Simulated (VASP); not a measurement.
# Rh (Immm) in VASP: further runs

Runs on Rh. Level: LDA. Tasks: single point.

Everything below comes from runs of VASP 6.6.1. Logs are shortened: lines on timing, memory, paths and dates and some standing lists are left out, and cuts for length are marked.

**1. The cell of the first run**

The structure is orthorhombic, space group Immm (No. 71). Conventional cell: a = 2.460 Å, b = 2.991 Å, c = 3.754 Å, α = 90.00°, β = 90.00°, γ = 90.00°. Within 3.2 Å of Rh (site symmetry mmm) lie 12 Rh at 2.46 to 2.99 Å.

**2. Single point, LDA**

Input file INCAR:

```
SYSTEM = Rh
  PREC = Accurate
  ENCUT = 520
  EDIFF = 1E-6
  ISMEAR = 0
  SIGMA = 0.15
  LREAL = .False.
  LASPH = .True.
  NELM = 60
  ALGO = Fast
  ISIF = 2
  LWAVE = .False.
  LCHARG = .False.
  GGA = CA
  NBANDS = 14
```

Input file KPOINTS:

```
Automatic mesh
0
Gamma
  20 20 20
  0 0 0
```

Input file POSCAR:

```
Rh
1.0
   -0.1877035262      1.9271521032      1.8770352617
    1.9271521032     -0.1877035262      1.8770352617
    1.7394485770      1.7394485770      0.0000000000
Rh
1
Direct
    0.0000000000      0.0000000000      0.0000000000
```

Potentials or basis: VASP PAW LDA potentials, release 64 (Rh_pv).

Command:

```
> cat potpaw_LDA.64/Rh_pv/POTCAR > POTCAR
> mpirun -np 1 vasp_std > vasp.out
```

OUTCAR:

```text
SYSTEM = Rh
   PREC = Accurate
   ENCUT = 520
   EDIFF = 1E-6
   ISMEAR = 0
   LREAL = .False.
   LASPH = .True.
   NELM = 60
   ISIF = 2
   GGA = CA

 ion  position               nearest neighbor table
   1  0.000  0.000  0.000-

  LATTYP: Found a body centered orthorhombic cell.
 ALAT       =     2.4599517686
 B/A-ratio  =     1.2158195749
 C/A-ratio  =     1.5260748488

  Lattice vectors:

 A1 = (   0.1877035262,  -1.9271521032,  -1.8770352617)
 A2 = (  -0.1877035262,   1.9271521032,  -1.8770352617)
 A3 = (   1.9271521032,  -0.1877035262,   1.8770352617)

Analysis of symmetry for initial positions (statically):
=====================================================================
 Subroutine PRICEL returns:
 Original cell was already a primitive cell.

 Routine SETGRP: Setting up the symmetry group for a
 body centered orthorhombic supercell.

 Subroutine GETGRP returns: Found  8 space group operations
 (whereof  8 operations were pure point group operations)
 out of a pool of  8 trial point group operations.

The static configuration has the point symmetry D_2h.

Analysis of symmetry for dynamics (positions and initial velocities):
=====================================================================
 Subroutine PRICEL returns:
 Original cell was already a primitive cell.

 Routine SETGRP: Setting up the symmetry group for a
 body centered orthorhombic supercell.

 Subroutine GETGRP returns: Found  8 space group operations
 (whereof  8 operations were pure point group operations)
 out of a pool of  8 trial point group operations.

The dynamic configuration has the point symmetry D_2h.

 Subroutine INISYM returns: Found  8 space group operations
 (whereof  8 operations are pure point group operations),
 and found     1 'primitive' translations

----------------------------------------------------------------------------------------

                                     Primitive cell

  volume of cell :      13.8100

  direct lattice vectors                    reciprocal lattice vectors
    -0.187703526  1.927152103  1.877035262    -0.236422758  0.236422758  0.266377521
     1.927152103 -0.187703526  1.877035262     0.236422758 -0.236422758  0.266377521
     1.739448577  1.739448577  0.000000000     0.287447417  0.287447417 -0.266377521

  length of vectors
     2.696740480  2.696740480  2.459951769     0.427490847  0.427490847  0.486013393

  position of ions in fractional coordinates (direct lattice)
     0.000000000  0.000000000  0.000000000

  ion indices of the primitive-cell ions
   primitive index   ion index
                 1           1

----------------------------------------------------------------------------------------

 KPOINTS: Automatic mesh

Automatic generation of k-mesh.
 Grid dimensions read from file:
 generate k-points for:   20   20   20

 Generating k-lattice:

  Cartesian coordinates                     Fractional coordinates (reciprocal lattice)
    -0.011821138  0.011821138  0.013318876     0.050000000  0.000000000  0.000000000
     0.011821138 -0.011821138  0.013318876     0.000000000  0.050000000  0.000000000
     0.014372371  0.014372371 -0.013318876    -0.000000000 -0.000000000  0.050000000

  Length of vectors
     0.021374542  0.021374542  0.024300670

  Shift w.r.t. Gamma in fractional coordinates (k-lattice)
     0.000000000  0.000000000  0.000000000

 Subroutine IBZKPT returns following result:
 ===========================================

 Found   1166 irreducible k-points:

 Following reciprocal coordinates:
            Coordinates               Weight
  0.000000  0.000000  0.000000      1.000000
  0.050000  0.000000  0.000000      4.000000
  0.100000  0.000000  0.000000      4.000000
  0.150000  0.000000  0.000000      4.000000
  0.200000  0.000000  0.000000      4.000000
  0.250000  0.000000  0.000000      4.000000
[... 16 lines left out ...]
 -0.400000  0.050000  0.000000      4.000000
 -0.350000  0.050000  0.000000      4.000000
 [... further k-points ...]
   k-points           NKPTS =   1166   k-points in BZ     NKDIM =   1166   number of bands    NBANDS=     14
   number of dos      NEDOS =    301   number of ions     NIONS =      1
   total plane-waves  NPLWV =   7200
   dimension x,y,z NGX =    20 NGY =   20 NGZ =   18
   dimension x,y,z NGXF=    40 NGYF=   40 NGZF=   36
   ions per type =               1
   NGX,Y,Z   is equivalent  to a cutoff of  12.33, 12.33, 12.16 a.u.
   NGXF,Y,Z  is equivalent  to a cutoff of  24.66, 24.66, 24.33 a.u.
 SYSTEM =  Rh
   PREC   = accura    normal or accurate (medium, high low for compatibility)
   ISTART =      0    job   : 0-new  1-cont  2-samecut
   ICHARG =      2    charge: 1-file 2-atom 10-const
   ISPIN  =      1    spin polarized calculation?
   LNONCOLLINEAR =      F non collinear calculations
   LSORBIT =      F    spin-orbit coupling
   LASPH  =      T    aspherical Exc in radial PAW
   ENCUT  =  520.0 eV  38.22 Ry    6.18 a.u.   5.01  5.01  4.57*2*pi/ulx,y,z
   NELM   =     60;   NELMIN=  2; NELMDL= -5     # of ELM steps
   EDIFF  = 0.1E-05   stopping-criterion for ELM
   LREAL  =      F    real-space projection
   EDIFFG = 0.1E-04   stopping-criterion for IOM
   NSW    =      0    number of steps for IOM
   IBRION =     -1    ionic relax: 0-MD 1-quasi-New 2-CG
   NFREE  =      0    steps in history (QN), initial steepest desc. (CG)
   ISIF   =      2    stress and relaxation
   ISYM   =      2    0-nonsym 1-usesym 2-fastsym
   POTIM  = 0.5000    time-step for ionic-motion
   TEBEG  =    0.0;   TEEND  =   0.0 temperature during run
   PSTRESS=    0.0 pullay stress
   NELECT =      15.0000    total number of electrons
   NUPDOWN=      -1.0000    fix difference up-down
   EMIN   =  10.00;   EMAX   =-10.00  energy-range for DOS
   EFERMI =   0.00;   METHOD = LEGACY
   ISMEAR =     0;   SIGMA  =   0.15  broadening in eV -4-tet -1-fermi 0-gaus
   EFERMI_NEDOS =   21; number of points for ismear=-14 and -15
   IALGO  =     68    algorithm
   IMIX   =      4    mixing-type and parameters
     AMIX     =   0.40;   BMIX     =  1.00
     AMIX_MAG =   1.60;   BMIX_MAG =  1.00
  volume/ion in A,a.u.               =      13.81        93.19
  Fermi-wavevector in a.u.,A,eV,Ry     =   1.682830  3.180088 38.530583  2.831918
  Thomas-Fermi vector in A             =   2.766139
   LORBIT       =      0    0 simple, 1 ext, 2 COOP (PROOUT), +10 PAW based schemes
   GGA     = CA    functional components
   LHFCALC =     F    Hartree Fock is set to
   AEXX    =    0.0000 exact exchange contribution
   IVDW    =     0    specifies the selected vdW correction
   LEPSILON=     F    determine dielectric tensor
   LRPA    =     F    only Hartree local field effects (RPA)
 non-spin polarized calculation
 RMM-DIIS sequential band-by-band and
 Gauss-broadening in eV      SIGMA  =   0.15
  energy-cutoff  :      520.00
  volume of cell :       13.81
 maximum number of plane-waves:       392
   NGX = 11   NGY = 11   NGZ =  9

 number of electron      14.9999998 magnetization

 Free energy of the ion-electron system (eV)
  ---------------------------------------------------
  ext. energy  EPLUGINS =         0.00000000
  ---------------------------------------------------
  free energy    TOTEN  =        -8.39359608 eV

  energy without entropy =       -8.37513530  energy(sigma->0) =       -8.38436569

 E-fermi :  11.5455     XC(G=0): -14.2919

 val. band max:       11.5439948468   @ k =  -0.4500   0.4500   0.0500
 cond. band min:      11.5459000381   @ k =   0.5000   0.0500   0.2500
 fundamental gap:      0.0019051913
 Fermi energy:        11.5454944565

 k-point     1 :       0.0000    0.0000    0.0000
  band No.  band energies     occupation
      1     -34.4798      2.00000
      2     -34.4767      2.00000
      3     -34.4582      2.00000
      4       3.6649      2.00000
      5       7.4434      2.00000
      6       7.7943      2.00000
      7       9.7843      2.00000
      8      10.8245      2.00000
      9      11.2549      1.99385
     10      27.2357      0.00000
     11      30.0433      0.00000
     12      32.0868      0.00000
     13      34.0216      0.00000
     14      36.2862      0.00000

 k-point     2 :       0.0500    0.0000    0.0000
  band No.  band energies     occupation
      1     -34.4947      2.00000
      2     -34.4781      2.00000
      3     -34.4605      2.00000
      4       3.7516      2.00000
      5       7.4603      2.00000
      6       7.7780      2.00000
      7       9.8120      2.00000
      8      10.8276      2.00000
      9      11.2301      1.99706
     10      27.3144      0.00000
     11      29.8866      0.00000
     12      32.0870      0.00000
     13      33.8983      0.00000
     14      36.3944      0.00000

 k-point     3 :       0.1000    0.0000    0.0000
  band No.  band energies     occupation
      1     -34.5417      2.00000
      2     -34.4779      2.00000
      3     -34.4670      2.00000
      4       4.0012      2.00000
      5       7.5022      2.00000
      6       7.7461      2.00000
      7       9.8809      2.00000
      8      10.8506      2.00000
      9      11.1646      1.99967
     10      27.4614      0.00000
     11      29.4190      0.00000
     12      32.0870      0.00000
     13      33.8601      0.00000
     14      36.7128      0.00000

 k-point     4 :       0.1500    0.0000    0.0000
  band No.  band energies     occupation
      1     -34.6146      2.00000
      2     -34.4775      2.00000
      3     -34.4771      2.00000
      4       4.3781      2.00000
      5       7.5436      2.00000
      6       7.7527      2.00000
      7       9.9484      2.00000
      8      10.9337      2.00000
      9      11.0827      1.99999
     10      27.2431      0.00000
     11      29.0000      0.00000
     12      32.0873      0.00000
     13      34.2070      0.00000
     14      37.2267      0.00000

 k-point     5 :       0.2000    0.0000    0.0000
  band No.  band energies     occupation
      1     -34.7058      2.00000
      2     -34.4898      2.00000
      3     -34.4770      2.00000
      4       4.8075      2.00000
      5       7.5899      2.00000
      6       7.8529      2.00000
      7       9.9672      2.00000
      8      11.0167      2.00000
      9      11.1180      1.99994
     10      26.2325      0.00000
     11      29.0514      0.00000
[... 276 lines left out ...]
 k-point    22 :      -0.4500    0.0500    0.0000
  band No.  band energies     occupation
      1     -35.1070      2.00000
      2     -34.5491      2.00000
      3     -34.4904      2.00000
      4       5.4380      2.00000
      5       7.6619      2.00000
      6       9.7254      2.00000
      7      10.5698      2.00000
      8      12.1040      0.00000
      9      12.5407      0.00000
     10      19.1677      0.00000
     11      28.0908      0.00000
     12      32.0859      0.00000
     13      32.3130      0.00000
     14      35.8254      0.00000

 k-point    23 :      -0.4000    0.0500    0.0000
  band No.  band energies     occupation
      1     -35.0651      2.00000
      2     -34.5423      2.00000
      3     -34.4935      2.00000
      4       5.4660      2.00000
      5       7.6575      2.00000
      6       9.7595      2.00000
      7      10.2855      2.00000
      8      11.6741      0.22518
      9      12.3320      0.00000
     10      20.1160      0.00000
     11      28.2376      0.00000
     12      32.0867      0.00000
     13      32.5632      0.00000
     14      36.5045      0.00000

 k-point    24 :      -0.3500    0.0500    0.0000
  band No.  band energies     occupation
      1     -34.9978      2.00000
      2     -34.5320      2.00000
      3     -34.4963      2.00000
      4       5.4898      2.00000
      5       7.6668      2.00000
      6       9.5704      2.00000
      7       9.8185      2.00000
      8      11.4372      1.69262
      9      12.0302      0.00000
     10      21.4523      0.00000
     11      28.4812      0.00000
     12      32.0869      0.00000
     13      33.0688      0.00000
     14      37.5454      0.00000

 [... further k-points ...]

------------------------ aborting loop because EDIFF is reached ----------------------------------------

  FORCE on cell =-STRESS in cart. coord.  units (eV):
  Direction    XX          YY          ZZ          XY          YZ          ZX
  --------------------------------------------------------------------------------------
  -------------------------------------------------------------------------------------
  Total        0.3096418      0.3096418     -1.0349674      2.7157474      0.0000000      0.0000000
  in kB       35.9232309     35.9232309   -120.0722142    315.0686598      0.0000000      0.0000000
  external PRESSURE =     -16.0752508 kB  Pullay stress =       0.0000000 kB

 VOLUME and BASIS-vectors are now :
 -----------------------------------------------------------------------------
  energy-cutoff  :      520.00
  volume of cell :       13.81
      direct lattice vectors                 reciprocal lattice vectors
    -0.187703526  1.927152103  1.877035262    -0.236422758  0.236422758  0.266377521
     1.927152103 -0.187703526  1.877035262     0.236422758 -0.236422758  0.266377521
     1.739448577  1.739448577  0.000000000     0.287447417  0.287447417 -0.266377521

 POSITION                                       TOTAL-FORCE (eV/Angst)
 -----------------------------------------------------------------------------------
      0.00000      0.00000      0.00000        -0.000000      0.000000      0.000000
 -----------------------------------------------------------------------------------
    total drift:                                0.000000     -0.000000      0.000000

  FREE ENERGIE OF THE ION-ELECTRON SYSTEM (eV)
  ---------------------------------------------------
  free  energy   TOTEN  =        -8.3935960765 eV

  energy  without entropy=       -8.3751353036  energy(sigma->0) =       -8.38436569
```

Wall time 65 s (1 thread of Intel Xeon 6975P-C (Granite Rapids), shared host); peak memory 0.29 GiB.

What came out:

* Free energy: -8.3936 eV
* Pressure: -1.6 GPa
* Band gap on the k mesh: zero (an odd number of electrons rules out a gap without spin polarisation)

Caveat: the stress differs along the axes, from -12 to 4 GPa.

**3. Single point, LDA**

This run uses another cell than the first one, of 13.91 Å³/atom.

Input file INCAR:

```
PREC     = Accurate       # precision mode
ENCUT    = 520            # plane-wave cutoff, eV
EDIFF    = 1E-6           # SCF threshold, eV
ISMEAR   = 0              # smearing method
SIGMA    = 0.15           # smearing width, eV
LREAL    = F              # projectors in reciprocal space
LASPH    = T              # aspherical terms in the spheres
NELM     = 80             # most SCF steps
ALGO     = Fast           # electronic algorithm
ISIF     = 2              # what is computed and relaxed
LWAVE    = F              # write WAVECAR
LCHARG   = F              # write CHGCAR
GGA      = CA             # functional
NBANDS   = 14             # bands
```

Input file KPOINTS:

```
regular mesh
0
Gamma
  20 20 20
```

Input file POSCAR:

```
Rh
1.0
   -0.0938517631      1.9271521032      1.8770352617
    1.9271521032     -0.0938517631      1.8770352617
    1.8333003401      1.8333003401      0.0000000000
Rh
1
Direct
    0.0000000000      0.0000000000      0.0000000000
```

Potentials or basis: VASP PAW LDA potentials, release 64 (Rh_pv).

Command:

```
> cat potpaw_LDA.64/Rh_pv/POTCAR > POTCAR
> mpirun -np 1 vasp_std > vasp.out
```

Wall time 74 s (1 thread of Intel Xeon 6975P-C (Granite Rapids), shared host); peak memory 0.3 GiB.

It converged, with:

```
Free energy            : -8.5911 eV
Pressure               : -10.9 GPa
Band gap on the k mesh : zero (an odd number of electrons rules out a gap without spin polarisation)
```

Stress tensor (GPa, compression positive):
```
-11.04  15.85   0.00
 15.85 -11.04   0.00
  0.00   0.00 -10.49
```

Levels at points of the mesh, in eV from the Fermi level:
```
           k point  band 4  band 5  band 6  band 7  band 8  band 9  band 10  band 11
(0.00, 0.00, 0.00)   -7.91   -3.65   -3.10   -2.49   -1.02   -0.63    15.90    19.65
(0.50, 0.00, 0.00)   -6.08   -3.39   -2.61    0.11    0.30    0.83     7.84    15.96
(0.50, 0.50, 0.00)   -6.24   -5.90    0.62    0.99    1.09    3.58    11.12    12.61
(0.00, 0.00, 0.50)   -6.05   -3.79   -2.51    0.52    0.90    1.25     9.27    15.08
(0.50, 0.00, 0.50)   -6.20   -5.84    0.34    1.05    1.13    3.11    11.96    13.27
```

Caveat: the cell stands under tension.

(Continued in part 2 of 2.)
